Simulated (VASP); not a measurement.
HfS2, 3 atoms in the cell. The cell holds a slab with vacuum, 3 atoms: a = 3.691 Å, b = 3.691 Å, c = 31.825 Å, α = 90.00°, β = 90.00°, γ = 120.00°. 

- Program: VASP 6.6.1
- Task: single point
- Functional: PBE
- Dispersion: D3(BJ)
- Potentials or basis: VASP PAW PBE potentials, release 64 (S, Hf_pv)
- Cutoff: 400 eV
- k mesh: 9 × 9 × 1
- Occupations: gaussian, width 0.02 eV
- Spin: no spin polarisation
- Dipole correction: yes
- Further INCAR settings: ALGO = Normal; EDIFF = 1e-06; NBANDS = 18; NELMDL = -8

Potentials or basis: VASP PAW PBE potentials, release 64 (S, Hf_pv).

The run is started by

```console
$ cat potpaw_PBE.64/S/POTCAR potpaw_PBE.64/Hf_pv/POTCAR > POTCAR
$ mpirun -np 1 vasp_std > vasp.out
```

Hardware: 1 thread of Intel(R) Xeon(R) Platinum 8488C (Sapphire Rapids), on a shared host.

Problem. Estimate the wall time of this run.

Solution. It took 80 s on 1 thread of Intel(R) Xeon(R) Platinum 8488C (Sapphire Rapids), on a shared host, peak memory 0.33 GiB. Counts: scf iterations 26, k points 12.
